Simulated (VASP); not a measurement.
Hf2H3:

```
CELL_PARAMETERS angstrom
2.70442 1.56140 2.17068
-2.70442 1.56140 2.17068
0.00000 -3.12280 2.17068
ATOMIC_POSITIONS crystal
Hf 0.25000 0.25000 0.25000
Hf 0.75000 0.75000 0.75000
H 0.50000 0.25000 0.75000
H 0.75000 0.50000 0.25000
H 0.25000 0.75000 0.50000
```

The cell was generated, and may not be a known phase.

| Property | Result |
| --- | --- |
| Program | VASP 6.6.1 |
| Task | relaxation of cell and atoms |
| Functional | PBE |
| Potentials or basis | VASP PAW PBE potentials, release 64 (Hf_pv, H) |
| Cutoff | 600 eV |
| k mesh | 6 × 6 × 6 |
| Occupations | gaussian, width 0.1 eV |
| Spin | no spin polarisation |

At the start: pressure -10.4 GPa; volume 11.00 Å³/atom.

How do energy, volume and symmetry change on relaxing?

Over 6 steps the energy falls by 40.0 meV/atom and the volume is 10.10 Å³/atom (-8.1 %); space group R32 (No. 155, to 0.1 Å) before and after.

The path:
| step | energy change (eV) | largest force (eV/Å) | pressure (GPa) | volume (Å³) |
| --- | --- | --- | --- | --- |
| 1 | 0.0000 | 0.5383 | -10.40 | 55.00 |
| 2 | -0.1758 | 0.2427 | 2.55 | 49.51 |
| 3 | -0.1811 | 0.2337 | 0.36 | 50.25 |
| 4 | -0.1889 | 0.1755 | 0.29 | 50.28 |
| 5 | -0.1978 | 0.0235 | 0.18 | 50.39 |
| 6 | -0.1999 | 0.0176 | -0.15 | 50.52 |

Final structure:
```cif
data_structure
_symmetry_space_group_name_H-M 'P 1'
_symmetry_Int_Tables_number 1
_cell_length_a 3.6970
_cell_length_b 3.6970
_cell_length_c 3.6970
_cell_angle_alpha 90.609
_cell_angle_beta 90.609
_cell_angle_gamma 90.609
_cell_volume 50.52
loop_
_atom_site_label
_atom_site_type_symbol
_atom_site_fract_x
_atom_site_fract_y
_atom_site_fract_z
_atom_site_occupancy
Hf1 Hf 0.25642 0.25642 0.25642 1
Hf2 Hf 0.74358 0.74358 0.74358 1
H1 H 0.50000 0.23971 0.76029 1
H2 H 0.76029 0.50000 0.23971 1
H3 H 0.23971 0.76029 0.50000 1
```
